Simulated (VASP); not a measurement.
# Al3Si2I (P-4m2) in VASP: single point with PBE

Aim: the single point of Al3Si2I with PBE.

Everything below comes from runs of VASP 6.6.1. Logs are shortened: lines on timing, memory, paths and dates and some standing lists are left out, and cuts for length are marked.

## 1. The cell of the first run

The structure is tetragonal, space group P-4m2 (No. 115). The conventional cell has a = 4.552 Å, b = 4.552 Å, c = 6.428 Å, α = 90.00°, β = 90.00°, γ = 90.00°. Al (site symmetry -4m2) has 4 Si at 2.56 Å and 6 Al at 3.21 to 3.22 Å within 3.4 Å. Al (site symmetry -4m2) has 4 Si at 2.56 Å and 2 I at 3.21 Å and 4 Al at 3.22 Å within 3.4 Å. Within 4.0 Å of Al (site symmetry -4m2) lie 4 Si at 3.05 Å and 2 Al at 3.21 Å and 4 I at 3.22 Å. Si (site symmetry 2mm) has 6 Al at 2.56 to 3.05 Å and 2 I at 3.05 Å within 3.4 Å. Within 4.0 Å of I (site symmetry -4m2) lie 4 Si at 3.05 Å and 6 Al at 3.21 to 3.22 Å.

The cell was generated, and may not be a known phase.

## 2. Single point, PBE

The input, INCAR:

```
ALGO = Normal ; EDIFF = 1E-6
ENCUT = 500 ; GGA = PE
GGA_COMPAT = False ; ISIF = 2
ISMEAR = 0 ; LASPH = True
LCHARG = True ; LELF = True
LREAL = False ; LVHAR = True
LWAVE = False ; NBANDS = 21
NELM = 120 ; PREC = Accurate
SIGMA = 0.15
```

The input, KPOINTS:

```
k-points
0
Gamma
  3 3 2
```

The input, POSCAR:

```
Al3Si2I
1.0
    4.5521439030      0.0000000000      0.0000000000
    0.0000000000      4.5521439030      0.0000000000
    0.0000000000      0.0000000000      6.4278968291
Al Si I
3 2 1
Direct
    0.5000000000      0.5000000000      0.0000000000
    0.0000000000      0.0000000000      0.0000000000
    0.5000000000      0.5000000000      0.5000000000
    0.0000000000      0.5000000000      0.1837989779
    0.5000000000      0.0000000000      0.8162010221
    0.0000000000      0.0000000000      0.5000000000
```

Potentials or basis: VASP PAW PBE potentials, release 64 (Al, Si, I).

Started as:

```bash
> cat potpaw_PBE.64/Al/POTCAR potpaw_PBE.64/Si/POTCAR potpaw_PBE.64/I/POTCAR > POTCAR
> mpirun -np 1 vasp_std > vasp.out
```

OUTCAR:

```text
EDIFF = 1E-6
   ENCUT = 500
   GGA = PE
   ISIF = 2
   ISMEAR = 0
   LASPH = True
   LREAL = False
   NELM = 120
   PREC = Accurate

 ion  position               nearest neighbor table
   1  0.500  0.500  0.000-   4 2.56   5 2.56   5 2.56   4 2.56   3 3.21   3 3.21   2 3.22   2 3.22
                             2 3.22   2 3.22
   2  0.000  0.000  0.000-   4 2.56   5 2.56   4 2.56   5 2.56   6 3.21   6 3.21   1 3.22   1 3.22
                             1 3.22   1 3.22
   3  0.500  0.500  0.500-   4 3.05   5 3.05   5 3.05   4 3.05   1 3.21   1 3.21   6 3.22   6 3.22
                             6 3.22   6 3.22
   4  0.000  0.500  0.184-   1 2.56   2 2.56   2 2.56   1 2.56   3 3.05   6 3.05   6 3.05   3 3.05

   5  0.500  0.000  0.816-   1 2.56   2 2.56   1 2.56   2 2.56   3 3.05   3 3.05   6 3.05   6 3.05

   6  0.000  0.000  0.500-   4 3.05   5 3.05   4 3.05   5 3.05   2 3.21   2 3.21   3 3.22   3 3.22
                             3 3.22   3 3.22

  LATTYP: Found a simple tetragonal cell.
 ALAT       =     4.5521439030
 C/A-ratio  =     1.4120592332

  Lattice vectors:

 A1 = (   4.5521439030,   0.0000000000,   0.0000000000)
 A2 = (   0.0000000000,   4.5521439030,   0.0000000000)
 A3 = (   0.0000000000,   0.0000000000,   6.4278968291)

Analysis of symmetry for initial positions (statically):
=====================================================================
 Subroutine PRICEL returns:
 Original cell was already a primitive cell.

 Routine SETGRP: Setting up the symmetry group for a
 simple tetragonal supercell.

 Subroutine GETGRP returns: Found  8 space group operations
 (whereof  8 operations were pure point group operations)
 out of a pool of 16 trial point group operations.

The static configuration has the point symmetry D_2d.

Analysis of symmetry for dynamics (positions and initial velocities):
=====================================================================
 Subroutine PRICEL returns:
 Original cell was already a primitive cell.

 Routine SETGRP: Setting up the symmetry group for a
 simple tetragonal supercell.

 Subroutine GETGRP returns: Found  8 space group operations
 (whereof  8 operations were pure point group operations)
 out of a pool of 16 trial point group operations.

The dynamic configuration has the point symmetry D_2d.

 Subroutine INISYM returns: Found  8 space group operations
 (whereof  8 operations are pure point group operations),
 and found     1 'primitive' translations

----------------------------------------------------------------------------------------

                                     Primitive cell

  volume of cell :     133.1990

  direct lattice vectors                    reciprocal lattice vectors
     4.552143903  0.000000000  0.000000000     0.219676711  0.000000000  0.000000000
     0.000000000  4.552143903  0.000000000     0.000000000  0.219676711  0.000000000
     0.000000000  0.000000000  6.427896829     0.000000000  0.000000000  0.155571881

  length of vectors
     4.552143903  4.552143903  6.427896829     0.219676711  0.219676711  0.155571881

  position of ions in fractional coordinates (direct lattice)
     0.500000000  0.500000000  0.000000000
     0.000000000  0.000000000  0.000000000
     0.500000000  0.500000000  0.500000000
     0.000000000  0.500000000  0.183798978
     0.500000000  0.000000000  0.816201022
     0.000000000  0.000000000  0.500000000

  ion indices of the primitive-cell ions
   primitive index   ion index
                 1           1
                 2           2
                 3           3
                 4           4
                 5           5
                 6           6

----------------------------------------------------------------------------------------

 KPOINTS: k-points

Automatic generation of k-mesh.
 Grid dimensions read from file:
 generate k-points for:    3    3    2

 Generating k-lattice:

  Cartesian coordinates                     Fractional coordinates (reciprocal lattice)
     0.073225570  0.000000000  0.000000000     0.333333333  0.000000000  0.000000000
     0.000000000  0.073225570  0.000000000     0.000000000  0.333333333  0.000000000
     0.000000000  0.000000000  0.077785940     0.000000000  0.000000000  0.500000000

  Length of vectors
     0.073225570  0.073225570  0.077785940

  Shift w.r.t. Gamma in fractional coordinates (k-lattice)
     0.000000000  0.000000000  0.000000000

 Subroutine IBZKPT returns following result:
 ===========================================

 Found      6 irreducible k-points:

 Following reciprocal coordinates:
            Coordinates               Weight
  0.000000  0.000000  0.000000      1.000000
  0.333333  0.000000  0.000000      4.000000
  0.333333  0.333333  0.000000      4.000000
  0.000000  0.000000  0.500000      1.000000
  0.333333  0.000000  0.500000      4.000000
  0.333333  0.333333  0.500000      4.000000
   k-points           NKPTS =      6   k-points in BZ     NKDIM =      6   number of bands    NBANDS=     21
   number of dos      NEDOS =    301   number of ions     NIONS =      6
   total plane-waves  NPLWV =  62208
   dimension x,y,z NGX =    36 NGY =   36 NGZ =   48
   dimension x,y,z NGXF=    72 NGYF=   72 NGZF=   96
   ions per type =               3   2   1
   NGX,Y,Z   is equivalent  to a cutoff of  13.15, 13.15, 12.41 a.u.
   NGXF,Y,Z  is equivalent  to a cutoff of  26.29, 26.29, 24.83 a.u.
 SYSTEM =  unknown system
   PREC   = accura    normal or accurate (medium, high low for compatibility)
   ISTART =      0    job   : 0-new  1-cont  2-samecut
   ICHARG =      2    charge: 1-file 2-atom 10-const
   ISPIN  =      1    spin polarized calculation?
   LNONCOLLINEAR =      F non collinear calculations
   LSORBIT =      F    spin-orbit coupling
   LASPH  =      T    aspherical Exc in radial PAW
   ENCUT  =  500.0 eV  36.75 Ry    6.06 a.u.   8.30  8.30 11.72*2*pi/ulx,y,z
   NELM   =    120;   NELMIN=  2; NELMDL= -5     # of ELM steps
   EDIFF  = 0.1E-05   stopping-criterion for ELM
   LREAL  =      F    real-space projection
   EDIFFG = 0.1E-04   stopping-criterion for IOM
   NSW    =      0    number of steps for IOM
   IBRION =     -1    ionic relax: 0-MD 1-quasi-New 2-CG
   NFREE  =      0    steps in history (QN), initial steepest desc. (CG)
   ISIF   =      2    stress and relaxation
   ISYM   =      2    0-nonsym 1-usesym 2-fastsym
   POTIM  = 0.5000    time-step for ionic-motion
   TEBEG  =    0.0;   TEEND  =   0.0 temperature during run
   PSTRESS=    0.0 pullay stress
   NELECT =      24.0000    total number of electrons
   NUPDOWN=      -1.0000    fix difference up-down
   EMIN   =  10.00;   EMAX   =-10.00  energy-range for DOS
   EFERMI =   0.00;   METHOD = LEGACY
   ISMEAR =     0;   SIGMA  =   0.15  broadening in eV -4-tet -1-fermi 0-gaus
   EFERMI_NEDOS =   21; number of points for ismear=-14 and -15
   IALGO  =     38    algorithm
   IMIX   =      4    mixing-type and parameters
     AMIX     =   0.40;   BMIX     =  1.00
     AMIX_MAG =   1.60;   BMIX_MAG =  1.00
  volume/ion in A,a.u.               =      22.20       149.81
  Fermi-wavevector in a.u.,A,eV,Ry     =   0.924652  1.747339 11.632726  0.854981
  Thomas-Fermi vector in A             =   2.050421
   LORBIT       =      0    0 simple, 1 ext, 2 COOP (PROOUT), +10 PAW based schemes
   GGA     = PE    functional components
   LHFCALC =     F    Hartree Fock is set to
   AEXX    =    0.0000 exact exchange contribution
   IVDW    =     0    specifies the selected vdW correction
   LEPSILON=     F    determine dielectric tensor
   LRPA    =     F    only Hartree local field effects (RPA)
 non-spin polarized calculation
 Gauss-broadening in eV      SIGMA  =   0.15
  energy-cutoff  :      500.00
  volume of cell :      133.20
 maximum number of plane-waves:      3400
 NGX is ok and might be reduce to    36
   NGX = 17   NGY = 17   NGZ = 23

 number of electron      24.0000002 magnetization

 Free energy of the ion-electron system (eV)
  ---------------------------------------------------
  ext. energy  EPLUGINS =         0.00000000
  ---------------------------------------------------
  free energy    TOTEN  =       -21.26734108 eV

  energy without entropy =      -21.21742059  energy(sigma->0) =      -21.24238083

 E-fermi :   6.1920     XC(G=0):  -9.4133

 val. band max:        6.1219766541   @ k =   0.3333   0.3333   0.5000
 cond. band min:       6.2377389657   @ k =   0.3333   0.3333   0.5000
 fundamental gap:      0.1157623116
 Fermi energy:         6.1920246382

 k-point     1 :       0.0000    0.0000    0.0000
  band No.  band energies     occupation
      1      -8.2385      2.00000
      2      -3.5271      2.00000
      3      -1.9634      2.00000
      4       1.4091      2.00000
      5       1.4091      2.00000
      6       1.5928      2.00000
      7       2.7334      2.00000
      8       3.8849      2.00000
      9       3.8849      2.00000
     10       4.8137      2.00000
     11       5.3308      2.00000
     12       5.5130      2.00000
     13       5.5130      2.00000
     14       6.3621      0.10873
     15       6.5198      0.00200
     16       9.4497      0.00000
     17       9.8560      0.00000
     18       9.8560      0.00000
     19       9.9966      0.00000
     20      10.5226      0.00000
     21      10.9975      0.00000

 k-point     2 :       0.3333    0.0000    0.0000
  band No.  band energies     occupation
      1      -8.0588      2.00000
      2      -3.1669      2.00000
      3      -2.0793      2.00000
      4      -0.0935      2.00000
      5       0.9902      2.00000
      6       1.8097      2.00000
      7       1.9674      2.00000
      8       3.5752      2.00000
      9       4.0581      2.00000
     10       4.7861      2.00000
     11       5.1195      2.00000
     12       5.3981      2.00000
     13       7.2848      0.00000
     14       7.4736      0.00000
     15       8.1964      0.00000
     16       8.2207      0.00000
     17       8.9781      0.00000
     18       8.9858      0.00000
     19       9.5850      0.00000
     20      10.3920      0.00000
     21      10.9408      0.00000

 k-point     3 :       0.3333    0.3333    0.0000
  band No.  band energies     occupation
      1      -7.9052      2.00000
      2      -2.6954      2.00000
      3      -1.9889      2.00000
      4       0.0181      2.00000
      5       0.7016      2.00000
      6       0.8458      2.00000
      7       1.5981      2.00000
      8       1.9299      2.00000
      9       2.9742      2.00000
     10       4.2472      2.00000
     11       5.1832      2.00000
     12       6.0025      1.92606
     13       7.2796      0.00000
     14       7.6198      0.00000
     15       9.0130      0.00000
     16       9.6016      0.00000
     17       9.8838      0.00000
     18      11.1793      0.00000
     19      11.4094      0.00000
     20      11.4672      0.00000
     21      11.6716      0.00000

 k-point     4 :       0.0000    0.0000    0.5000
  band No.  band energies     occupation
      1      -8.1911      2.00000
      2      -4.1167      2.00000
      3      -0.9347      2.00000
      4       1.6085      2.00000
      5       1.6846      2.00000
      6       1.6846      2.00000
      7       2.5376      2.00000
      8       2.9743      2.00000
      9       2.9743      2.00000
     10       3.6203      2.00000
     11       5.5243      2.00000
     12       6.2721      0.45030
     13       6.6256      0.00004
     14       6.6256      0.00004
     15       8.3126      0.00000
     16       9.0289      0.00000
     17       9.2865      0.00000
     18       9.2865      0.00000
     19       9.6671      0.00000
     20      10.9020      0.00000
     21      11.0095      0.00000

 k-point     5 :       0.3333    0.0000    0.5000
  band No.  band energies     occupation
      1      -8.0263      2.00000
      2      -3.4629      2.00000
      3      -1.9540      2.00000
      4      -0.3753      2.00000
      5       1.5984      2.00000
      6       1.9848      2.00000
      7       2.4629      2.00000
      8       3.5840      2.00000
      9       3.9340      2.00000
     10       4.5385      2.00000
     11       5.3336      2.00000
     12       5.3716      2.00000
     13       6.0630      1.77618
     14       7.3064      0.00000
     15       7.3082      0.00000
     16       8.2498      0.00000
     17       8.8778      0.00000
     18       9.5099      0.00000
     19      10.2524      0.00000
     20      10.7294      0.00000
     21      11.9073      0.00000

 k-point     6 :       0.3333    0.3333    0.5000
  band No.  band energies     occupation
      1      -7.8820      2.00000
      2      -2.8474      2.00000
      3      -1.8609      2.00000
      4      -0.1006      2.00000
      5       0.2807      2.00000
      6       0.3592      2.00000
      7       2.0230      2.00000
      8       2.5232      2.00000
      9       3.6595      2.00000
     10       4.2367      2.00000
     11       6.1220      1.49101
     12       6.2377      0.66647
     13       6.7187      0.00000
     14       7.8826      0.00000
     15       8.6455      0.00000
     16       9.1140      0.00000
     17       9.7255      0.00000
     18       9.8538      0.00000
     19      10.2928      0.00000
     20      10.7998      0.00000
     21      10.9613      0.00000

------------------------ aborting loop because EDIFF is reached ----------------------------------------

  FORCE on cell =-STRESS in cart. coord.  units (eV):
  Direction    XX          YY          ZZ          XY          YZ          ZX
  --------------------------------------------------------------------------------------
  -------------------------------------------------------------------------------------
  Total        0.0992411      0.0992411      0.1125820      0.0000000      0.0000000     -0.0000000
  in kB        1.1937170      1.1937170      1.3541866      0.0000000      0.0000000     -0.0000000
  external PRESSURE =       1.2472069 kB  Pullay stress =       0.0000000 kB

 VOLUME and BASIS-vectors are now :
 -----------------------------------------------------------------------------
  energy-cutoff  :      500.00
  volume of cell :      133.20
      direct lattice vectors                 reciprocal lattice vectors
     4.552143903  0.000000000  0.000000000     0.219676711  0.000000000  0.000000000
     0.000000000  4.552143903  0.000000000     0.000000000  0.219676711  0.000000000
     0.000000000  0.000000000  6.427896829     0.000000000  0.000000000  0.155571881

 POSITION                                       TOTAL-FORCE (eV/Angst)
 -----------------------------------------------------------------------------------
      2.27607      2.27607      0.00000         0.000000     -0.000000      0.000000
      0.00000      0.00000      0.00000        -0.000000      0.000000      0.000000
      2.27607      2.27607      3.21395        -0.000000      0.000000      0.000000
      0.00000      2.27607      1.18144        -0.000000      0.000000     -0.029334
      2.27607      0.00000      5.24646        -0.000000      0.000000      0.029334
      0.00000      0.00000      3.21395         0.000000      0.000000      0.000000
 -----------------------------------------------------------------------------------
    total drift:                               -0.000000     -0.000000      0.000000

  FREE ENERGIE OF THE ION-ELECTRON SYSTEM (eV)
  ---------------------------------------------------
  free  energy   TOTEN  =       -21.2673410763 eV

  energy  without entropy=      -21.2174205854  energy(sigma->0) =      -21.24238083
```

Wall time 27 s (1 thread of Intel Xeon 8259CL, shared host); peak memory 0.24 GiB.

Results:

* Free energy: -21.2673 eV
* Pressure: 0.1 GPa
* Largest force: 0.029 eV/Å
* Band gap on the k mesh: zero (bands 12 and 13 overlap by 0.76 eV)

Forces on the atoms (eV/Å):
```
Al   0.000  0.000  0.000
Al   0.000  0.000  0.000
Al   0.000  0.000  0.000
Si   0.000  0.000 -0.029
Si   0.000  0.000  0.029
I    0.000  0.000  0.000
```

Caveat: the k points lie up to 0.49 Å⁻¹ apart, too coarse for converged energies and pressures of a metal; spin-orbit coupling is left out, which moves the levels of the heavy elements.

The gap in the log of VASP goes by the Fermi energy; the results here count the filled bands.